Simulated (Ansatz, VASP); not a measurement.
**One calculation of Cu, two programs**

```xyz
2
Lattice="0.0000 2.6156 2.6156 2.6156 0.0000 2.6156 2.6156 2.6156 0.0000" Properties=species:S:1:pos:R:3 pbc="T T T"
Cu    0.6539    0.6539    0.6539
Cu    4.5772    4.5772    4.5772
```

Alike in both runs: task single point; functional PBEsol; k mesh 17 × 17 × 17; occupations fermi-dirac, width 0.1 eV; no spin polarisation.

```csv
,VASP,Ansatz
version,VASP 6.6.1,Ansatz 0.2.0
potentials or method,"VASP PAW PBE potentials, release 64 (Cu), cutoff 520 eV","plane waves (420 eV) with PAW, scalar-relativistic"
valence electrons in the cell,22,38
```

Ansatz gave:

| Item | Value |
| --- | --- |
| pressure (GPa) | 0.0 |

Q: Which values does VASP return?

A: Pressure (GPa): 0.1.

VASP's potentials were made for PBE, not for PBEsol, and Ansatz warns of the same on its side. VASP's potentials hold 22 valence electrons a cell and Ansatz's 38, so a difference there can come from the potentials and not from the codes.
